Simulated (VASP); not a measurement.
# Al in VASP: notebook

Runs on Al. Level: PBE. Tasks: relaxation of cell and atoms, single point.

All numbers are computed with VASP 6.6.1; they aren't measurements. Logs are shortened: lines on timing, memory, paths and dates and some standing lists are left out, and cuts for length are marked.

### 1 The cell of the first run

The structure is cubic, space group Fm-3m (No. 225). Conventional cell: a = 3.754 Å, b = 3.754 Å, c = 3.754 Å, α = 90.00°, β = 90.00°, γ = 90.00°. Within 3.5 Å of Al (site symmetry m-3m) lie 12 Al at 2.65 Å.

### 2 Relaxation of cell and atoms, PBE, target pressure 30 GPa, at which the enthalpy is minimised

Input file INCAR:

```
SYSTEM = Al
ALGO = Normal ; EDIFF = 1E-6
EDIFFG = -0.008 ; ENCUT = 600
GGA = PE ; IBRION = 2
ISIF = 3 ; ISMEAR = 0
LASPH = .True. ; LCHARG = .False.
LREAL = .False. ; LWAVE = .False.
NELM = 100 ; NSW = 70
PREC = Accurate ; PSTRESS = 300.0
SIGMA = 0.1
```

Input file KPOINTS:

```
k-points
0
Gamma
  20 20 20
  0 0 0
```

Input file POSCAR:

```
Al
1.0
    0.0000000000      1.8769885479      1.8769885479
    1.8769885479      0.0000000000      1.8769885479
    1.8769885479      1.8769885479      0.0000000000
Al
1
Direct
    0.0000000000      0.0000000000      0.0000000000
```

Potentials or basis: VASP PAW PBE potentials, release 64 (Al).

On the command line:

```bash
cat potpaw_PBE.64/Al/POTCAR > POTCAR
mpirun -np 1 vasp_std > vasp.out
```

OUTCAR:

```text
SYSTEM = Al
   EDIFF = 1E-6
   EDIFFG = -0.008
   ENCUT = 600
   GGA = PE
   IBRION = 2
   ISIF = 3
   ISMEAR = 0
   LASPH = .True.
   LREAL = .False.
   NELM = 100
   NSW = 70
   PREC = Accurate
   PSTRESS = 300.0

 ion  position               nearest neighbor table
   1  0.000  0.000  0.000-

  LATTYP: Found a face centered cubic cell.
 ALAT       =     3.7539770958

  Lattice vectors:

 A1 = (   0.0000000000,   1.8769885479,   1.8769885479)
 A2 = (   1.8769885479,   0.0000000000,   1.8769885479)
 A3 = (   1.8769885479,   1.8769885479,   0.0000000000)

Analysis of symmetry for initial positions (statically):
=====================================================================
 Subroutine PRICEL returns:
 Original cell was already a primitive cell.

 Routine SETGRP: Setting up the symmetry group for a
 face centered cubic supercell.

 Subroutine GETGRP returns: Found 48 space group operations
 (whereof 48 operations were pure point group operations)
 out of a pool of 48 trial point group operations.

The static configuration has the point symmetry O_h .

Analysis of symmetry for dynamics (positions and initial velocities):
=====================================================================
 Subroutine PRICEL returns:
 Original cell was already a primitive cell.

 Routine SETGRP: Setting up the symmetry group for a
 face centered cubic supercell.

 Subroutine GETGRP returns: Found 48 space group operations
 (whereof 48 operations were pure point group operations)
 out of a pool of 48 trial point group operations.

The dynamic configuration has the point symmetry O_h .

 Subroutine INISYM returns: Found 48 space group operations
 (whereof 48 operations are pure point group operations),
 and found     1 'primitive' translations

----------------------------------------------------------------------------------------

                                     Primitive cell

  volume of cell :      13.2256

  direct lattice vectors                    reciprocal lattice vectors
     0.000000000  1.876988548  1.876988548    -0.266384151  0.266384151  0.266384151
     1.876988548  0.000000000  1.876988548     0.266384151 -0.266384151  0.266384151
     1.876988548  1.876988548  0.000000000     0.266384151  0.266384151 -0.266384151

  length of vectors
     2.654462661  2.654462661  2.654462661     0.461390883  0.461390883  0.461390883

  position of ions in fractional coordinates (direct lattice)
     0.000000000  0.000000000  0.000000000

  ion indices of the primitive-cell ions
   primitive index   ion index
                 1           1

----------------------------------------------------------------------------------------

 KPOINTS: k-points

Automatic generation of k-mesh.
 Grid dimensions read from file:
 generate k-points for:   20   20   20

 Generating k-lattice:

  Cartesian coordinates                     Fractional coordinates (reciprocal lattice)
    -0.013319208  0.013319208  0.013319208     0.050000000  0.000000000  0.000000000
     0.013319208 -0.013319208  0.013319208     0.000000000  0.050000000  0.000000000
     0.013319208  0.013319208 -0.013319208     0.000000000  0.000000000  0.050000000

  Length of vectors
     0.023069544  0.023069544  0.023069544

  Shift w.r.t. Gamma in fractional coordinates (k-lattice)
     0.000000000  0.000000000  0.000000000

 Subroutine IBZKPT returns following result:
 ===========================================

 Found    256 irreducible k-points:

 Following reciprocal coordinates:
            Coordinates               Weight
  0.000000  0.000000  0.000000      1.000000
  0.050000  0.000000  0.000000      8.000000
  0.100000  0.000000  0.000000      8.000000
  0.150000  0.000000  0.000000      8.000000
  0.200000  0.000000  0.000000      8.000000
  0.250000  0.000000  0.000000      8.000000
[... 16 lines left out ...]
 -0.400000  0.050000  0.000000     24.000000
 -0.350000  0.050000  0.000000     24.000000
 [... further k-points ...]
   k-points           NKPTS =    256   k-points in BZ     NKDIM =    256   number of bands    NBANDS=      5
   number of dos      NEDOS =    301   number of ions     NIONS =      1
   total plane-waves  NPLWV =  13824
   dimension x,y,z NGX =    24 NGY =   24 NGZ =   24
   dimension x,y,z NGXF=    48 NGYF=   48 NGZF=   48
   ions per type =               1
   NGX,Y,Z   is equivalent  to a cutoff of  15.03, 15.03, 15.03 a.u.
   NGXF,Y,Z  is equivalent  to a cutoff of  30.06, 30.06, 30.06 a.u.
 SYSTEM =  Al
   PREC   = accura    normal or accurate (medium, high low for compatibility)
   ISTART =      0    job   : 0-new  1-cont  2-samecut
   ICHARG =      2    charge: 1-file 2-atom 10-const
   ISPIN  =      1    spin polarized calculation?
   LNONCOLLINEAR =      F non collinear calculations
   LSORBIT =      F    spin-orbit coupling
   LASPH  =      T    aspherical Exc in radial PAW
   ENCUT  =  600.0 eV  44.10 Ry    6.64 a.u.   5.30  5.30  5.30*2*pi/ulx,y,z
   NELM   =    100;   NELMIN=  2; NELMDL= -5     # of ELM steps
   EDIFF  = 0.1E-05   stopping-criterion for ELM
   LREAL  =      F    real-space projection
   EDIFFG = -.8E-02   stopping-criterion for IOM
   NSW    =     70    number of steps for IOM
   IBRION =      2    ionic relax: 0-MD 1-quasi-New 2-CG
   NFREE  =      1    steps in history (QN), initial steepest desc. (CG)
   ISIF   =      3    stress and relaxation
   ISYM   =      2    0-nonsym 1-usesym 2-fastsym
   POTIM  = 0.5000    time-step for ionic-motion
   TEBEG  =    0.0;   TEEND  =   0.0 temperature during run
   PSTRESS=  300.0 pullay stress
   NELECT =       3.0000    total number of electrons
   NUPDOWN=      -1.0000    fix difference up-down
   EMIN   =  10.00;   EMAX   =-10.00  energy-range for DOS
   EFERMI =   0.00;   METHOD = LEGACY
   ISMEAR =     0;   SIGMA  =   0.10  broadening in eV -4-tet -1-fermi 0-gaus
   EFERMI_NEDOS =   21; number of points for ismear=-14 and -15
   IALGO  =     38    algorithm
   IMIX   =      4    mixing-type and parameters
     AMIX     =   0.40;   BMIX     =  1.00
     AMIX_MAG =   1.60;   BMIX_MAG =  1.00
  volume/ion in A,a.u.               =      13.23        89.25
  Fermi-wavevector in a.u.,A,eV,Ry     =   0.998413  1.886727 13.562680  0.996829
  Thomas-Fermi vector in A             =   2.130635
   LORBIT       =      0    0 simple, 1 ext, 2 COOP (PROOUT), +10 PAW based schemes
   GGA     = PE    functional components
   LHFCALC =     F    Hartree Fock is set to
   AEXX    =    0.0000 exact exchange contribution
   IVDW    =     0    specifies the selected vdW correction
   LEPSILON=     F    determine dielectric tensor
   LRPA    =     F    only Hartree local field effects (RPA)
 conjugate gradient relaxation of ions
 non-spin polarized calculation
 Gauss-broadening in eV      SIGMA  =   0.10
  energy-cutoff  :      600.00
  volume of cell :       13.23
 maximum number of plane-waves:       459
 NGX is ok and might be reduce to    24
   NGX = 11   NGY = 11   NGZ = 11

--------------------------------------- Ionic step        1  -------------------------------------------

 number of electron       3.0000000 magnetization

 Free energy of the ion-electron system (eV)
  ---------------------------------------------------
  ext. energy  EPLUGINS =         0.00000000
  ---------------------------------------------------
  free energy    TOTEN  =        -3.51339982 eV

  energy without entropy =       -3.51182169  energy(sigma->0) =       -3.51261075

------------------------ aborting loop because EDIFF is reached ----------------------------------------

  FORCE on cell =-STRESS in cart. coord.  units (eV):
  Direction    XX          YY          ZZ          XY          YZ          ZX
  --------------------------------------------------------------------------------------
  -------------------------------------------------------------------------------------
  Total        2.3171134      2.3171134      2.3171134      0.0000000     -0.0000000      0.0000000
  in kB      280.7003790    280.7003790    280.7003790      0.0000000     -0.0000000      0.0000000
  external PRESSURE =     -19.2996210 kB  Pullay stress =     300.0000000 kB
[... 59 lines left out ...]
  enthalpy is  TOTEN    =        -1.0364054152 eV   P V=        2.4197654255

--------------------------------------- Ionic step        3  -------------------------------------------

 number of electron       3.0000000 magnetization

 Free energy of the ion-electron system (eV)
  ---------------------------------------------------
  ext. energy  EPLUGINS =         0.00000000
  ---------------------------------------------------
  free energy    TOTEN  =        -3.48941027 eV

  energy without entropy =       -3.48788516  energy(sigma->0) =       -3.48864772

 E-fermi :  10.6437     XC(G=0): -11.0646

 val. band max:       10.6295575571   @ k =  -0.3500   0.4500   0.2000
 cond. band min:      10.6907642664   @ k =  -0.4500   0.3500   0.0500
 fundamental gap:      0.0612067092
 Fermi energy:        10.6437049866

 k-point     1 :       0.0000    0.0000    0.0000
  band No.  band energies     occupation
      1      -2.1927      2.00000
      2      24.6193      0.00000
      3      24.6193      0.00000
      4      24.6193      0.00000
      5      28.0456      0.00000

 k-point     2 :       0.0500    0.0000    0.0000
  band No.  band energies     occupation
      1      -2.1135      2.00000
      2      23.3813      0.00000
      3      24.4767      0.00000
      4      24.4767      0.00000
      5      28.2137      0.00000
[... 169 lines left out ...]
 k-point    24 :      -0.3500    0.0500    0.0000
  band No.  band energies     occupation
      1       2.0515      2.00000
      2      10.0273      2.00000
      3      21.4259      0.00000
      4      23.8274      0.00000
      5      25.1669      0.00000

 [... further k-points ...]
[... 5 lines left out ...]
  --------------------------------------------------------------------------------------
  -------------------------------------------------------------------------------------
  Total        2.4519503      2.4519503      2.4519503     -0.0000000      0.0000000     -0.0000000
  in kB      300.0392276    300.0392276    300.0392276     -0.0000000      0.0000000     -0.0000000
  external PRESSURE =       0.0392276 kB  Pullay stress =     300.0000000 kB
[... 16 lines left out ...]
  FREE ENERGIE OF THE ION-ELECTRON SYSTEM (eV)
  ---------------------------------------------------
  free  energy   TOTEN  =        -3.4894102743 eV

  energy  without entropy=       -3.4878851639  energy(sigma->0) =       -3.48864772

  enthalpy is  TOTEN    =        -1.0377805174 eV   P V=        2.4516297568

 reached required accuracy - stopping structural energy minimisation
```

It used 16 s of CPU time on 1 thread of Intel Xeon 6975P-C, on a shared host.

Results:

```
Free energy                                            : -3.4894 eV
Relaxed volume                                         : 13.09 Å³/atom
Relaxed cell                                           : a = 2.646 Å, b = 2.646 Å, c = 2.646 Å, α = 60.00°, β = 60.00°, γ = 60.00°
Space group after relaxing (to 0.05 Å)                 : Fm-3m (No. 225)
Energy change on relaxing (the enthalpy is what falls) : +24.0 meV/atom
Ionic steps                                            : 3
Pressure after relaxing                                : 30.0 GPa
```

The path:
```tsv
step	energy change (eV)	largest force (eV/Å)	pressure (GPa)	volume (Å³)
1	0.0000	0.0000	28.07	13.23
2	0.0572	0.0000	32.63	12.92
3	0.0240	0.0000	30.00	13.09
```

Final structure:
```
Al
1.0
     0.00000    1.87070    1.87070
     1.87070    0.00000    1.87070
     1.87070    1.87070    0.00000
Al
1
Direct
  0.00000 0.00000 0.00000
```

Levels at points of the mesh, in eV from the Fermi level:
```csv
k point,band 1,band 2,band 3,band 4
"(0.00, 0.00, 0.00)",-12.84,13.98,13.98,13.98
"(0.50, 0.00, 0.00)",-5.56,-4.73,12.58,12.58
"(0.50, 0.50, 0.00)",-3.49,-1.75,5.28,6.80
```

Caveat: the cell is relaxed towards a set pressure, so the enthalpy falls and the energy may rise.

### 3 Single point, PBE (uniaxial strain along c: +3.0 %, then relaxed in part)

Input file INCAR:

```
  PREC = Accurate
  ENCUT = 520
  EDIFF = 1E-7
  ISMEAR = 0
  SIGMA = 0.1
  LREAL = F
  LASPH = T
  NELM = 80
  ALGO = Normal
  ISIF = 2
  LWAVE = F
  LCHARG = F
  GGA = PE
  NBANDS = 10
```

Input file KPOINTS:

```
regular mesh
0
Gamma
  18 18 14
```

Input file POSCAR:

```
Al
1.0
    2.0013983646      2.0013983646      0.0000000000
   -2.0013983646      2.0013983646      0.0000000000
    0.0000000000      0.0000000000      4.1628695490
Al
2
Direct
    0.0000000000      0.0000000000      0.0000000000
    0.5000000000      0.5000000000      0.5000000000
```

Potentials or basis: VASP PAW PBE potentials, release 64 (Al).

On the command line:

```bash
cat potpaw_PBE.64/Al/POTCAR > POTCAR
mpirun -np 1 vasp_std > vasp.out
```

Wall time 45 s (1 thread of AMD EPYC 9R45 (Zen 5), shared host); peak memory 0.2 GiB.

The run converged. Its results:

```
Free energy            : -7.4856 eV
Pressure               : -0.8 GPa
Band gap on the k mesh : zero (band 3 reaches 15.15 eV, above the bottom of band 4 at 3.53 eV)
```

Stress tensor (GPa, compression positive):
```
-0.04  0.00  0.00
 0.00 -0.04  0.00
 0.00  0.00 -2.27
```

Levels at points of the mesh, in eV from the Fermi level:
```
           k point  band 1  band 2  band 3  band 4  band 5  band 6  band 7  band 8
(0.00, 0.00, 0.00)  -11.07   -3.26   -2.14    5.55    6.02    6.02    9.45   12.28
(0.50, 0.00, 0.00)   -6.52   -6.52    1.00    1.00    2.29    2.29    9.98    9.98
(0.50, 0.50, 0.00)   -2.72   -2.72   -1.34   -1.34    5.12    5.12    5.17    5.17
(0.00, 0.00, 0.50)   -8.95   -8.95    7.25    7.25    7.62    7.62    7.83    7.83
(0.50, 0.00, 0.50)   -4.56   -4.56   -4.37   -4.37   10.73   10.73   10.92   10.92
(0.50, 0.50, 0.50)   -0.76   -0.76   -0.76   -0.76    0.34    0.34    1.21    1.21
```

Caveat: the cell differs from its parent crystal (uniaxial strain along c: +3.0 %, then relaxed in part).

### 4 Single point, PBE (uniaxial strain along c: +4.5 %, then relaxed in part)

Input file INCAR:

```
SYSTEM = Al
  ALGO = Normal
  EDIFF = 1E-6
  ENCUT = 520
  GGA = PE
  ISIF = 2
  ISMEAR = 0
  LASPH = .True.
  LCHARG = .False.
  LREAL = .False.
  LWAVE = .False.
  NBANDS = 10
  NELM = 60
  PREC = Accurate
  SIGMA = 0.1
```

Input file KPOINTS:

```
k-points
0
Gamma
  18 18 14
  0 0 0
```

Input file POSCAR:

```
Al
1.0
    1.9894706838      1.9894706838      0.0000000000
   -1.9894706838      1.9894706838      0.0000000000
    0.0000000000      0.0000000000      4.2234938628
Al
2
Direct
    0.0000000000      0.0000000000      0.0000000000
    0.5000000000      0.5000000000      0.5000000000
```

Potentials or basis: VASP PAW PBE potentials, release 64 (Al).

On the command line:

```bash
cat potpaw_PBE.64/Al/POTCAR > POTCAR
mpirun -np 1 vasp_std > vasp.out
```

OUTCAR:

```text
SYSTEM = Al
   EDIFF = 1E-6
   ENCUT = 520
   GGA = PE
   ISIF = 2
   ISMEAR = 0
   LASPH = .True.
   LREAL = .False.
   NELM = 60
   PREC = Accurate

 ion  position               nearest neighbor table
   1  0.000  0.000  0.000-   2 2.90   2 2.90   2 2.90   2 2.90   2 2.90   2 2.90   2 2.90   2 2.90

   2  0.500  0.500  0.500-   1 2.90   1 2.90   1 2.90   1 2.90   1 2.90   1 2.90   1 2.90   1 2.90

  LATTYP: Found a simple tetragonal cell.
 ALAT       =     2.8135364230
 C/A-ratio  =     1.5011335301

  Lattice vectors:

 A1 = (   1.9894706838,   1.9894706838,   0.0000000000)
 A2 = (  -1.9894706838,   1.9894706838,   0.0000000000)
 A3 = (   0.0000000000,   0.0000000000,   4.2234938628)

Analysis of symmetry for initial positions (statically):
=====================================================================
 Subroutine PRICEL returns following result:

  LATTYP: Found a body centered tetragonal cell.
 ALAT       =     2.8135364230
 C/A-ratio  =     1.5011335301

  Lattice vectors:

 A1 = (   1.9894706838,   0.0000000000,  -2.1117469314)
 A2 = (  -1.9894706838,   0.0000000000,  -2.1117469314)
 A3 = (   0.0000000000,   1.9894706838,   2.1117469314)

[... 184 lines left out ...]
 cond. band min:       7.8734427179   @ k =   0.3889   0.3333   0.0000
 fundamental gap:      0.0062067607
 Fermi energy:         7.8728129718

 k-point     1 :       0.0000    0.0000    0.0000
  band No.  band energies     occupation
      1      -3.1798      2.00000
      2       4.4431      2.00000
      3       5.4623      2.00000
      4      13.5794      0.00000
      5      14.1385      0.00000
      6      14.1385      0.00000
      7      17.5612      0.00000
      8      20.0135      0.00000
      9      20.6766      0.00000
     10      20.6766      0.00000
[... 287 lines left out ...]
 k-point    24 :       0.3333    0.1111    0.0000
  band No.  band energies     occupation
      1      -0.8897      2.00000
      2       5.0953      2.00000
      3       6.5751      2.00000
      4       7.7285      1.95880
      5      12.3529      0.00000
      6      13.0829      0.00000
      7      13.3321      0.00000
      8      18.6035      0.00000
      9      19.9726      0.00000
     10      20.6984      0.00000

 [... further k-points ...]
[... 5 lines left out ...]
  --------------------------------------------------------------------------------------
  -------------------------------------------------------------------------------------
  Total       -0.0098815     -0.0098815     -0.4686582      0.0000000     -0.0000000     -0.0000000
  in kB       -0.4735390     -0.4735390    -22.4589716      0.0000000     -0.0000000     -0.0000000
  external PRESSURE =      -7.8020165 kB  Pullay stress =       0.0000000 kB

 VOLUME and BASIS-vectors are now :
 -----------------------------------------------------------------------------
  energy-cutoff  :      520.00
  volume of cell :       33.43
      direct lattice vectors                 reciprocal lattice vectors
     1.989470684  1.989470684  0.000000000     0.251323130  0.251323130  0.000000000
    -1.989470684  1.989470684  0.000000000    -0.251323130  0.251323130  0.000000000
     0.000000000  0.000000000  4.223493863     0.000000000  0.000000000  0.236770795

 POSITION                                       TOTAL-FORCE (eV/Angst)
 -----------------------------------------------------------------------------------
      0.00000      0.00000      0.00000        -0.000000     -0.000000      0.000000
      0.00000      1.98947      2.11175         0.000000      0.000000      0.000000
 -----------------------------------------------------------------------------------
    total drift:                               -0.000000      0.000000     -0.000000

  FREE ENERGIE OF THE ION-ELECTRON SYSTEM (eV)
  ---------------------------------------------------
  free  energy   TOTEN  =        -7.4792860985 eV

  energy  without entropy=       -7.4750186139  energy(sigma->0) =       -7.47715236
```

stdout:

```text
POSCAR found type information on POSCAR Al
 POSCAR found :  1 types and       2 ions
 scaLAPACK will be used
 LDA part: xc-table for (Slater+PW92), standard interpolation
 POSCAR, INCAR and KPOINTS ok, starting setup
 FFT: planning ... GRIDC
 FFT: planning ... GRID_SOFT
 FFT: planning ... GRID
 WAVECAR not read
 entering main loop
```

It took 44 s on 1 thread of AMD EPYC 9R45 (Zen 5), shared host; peak memory 0.21 GiB.

Results:

| Item | Value |
| --- | --- |
| Free energy | -7.4793 eV |
| Pressure | -0.8 GPa |
| Band gap on the k mesh | zero (band 3 reaches 14.64 eV, above the bottom of band 4 at 3.52 eV) |

Levels at points of the mesh, in eV from the Fermi level:
| k point | band 1 | band 2 | band 3 | band 4 | band 5 | band 6 |
| --- | --- | --- | --- | --- | --- | --- |
| (0.00, 0.00, 0.00) | -11.05 | -3.43 | -2.41 | 5.71 | 6.27 | 6.27 |
| (0.50, 0.00, 0.00) | -6.45 | -6.45 | 0.89 | 0.89 | 2.07 | 2.07 |
| (0.50, 0.50, 0.00) | -2.61 | -2.61 | -1.19 | -1.19 | 4.98 | 4.98 |
| (0.00, 0.00, 0.50) | -8.99 | -8.99 | 6.77 | 6.77 | 7.71 | 7.71 |
| (0.50, 0.00, 0.50) | -4.54 | -4.54 | -4.36 | -4.36 | 10.37 | 10.37 |
| (0.50, 0.50, 0.50) | -0.71 | -0.71 | -0.71 | -0.71 | 0.42 | 0.42 |

Caveat: the cell differs from its parent crystal (uniaxial strain along c: +4.5 %, then relaxed in part).

[end of part 1 of 2]
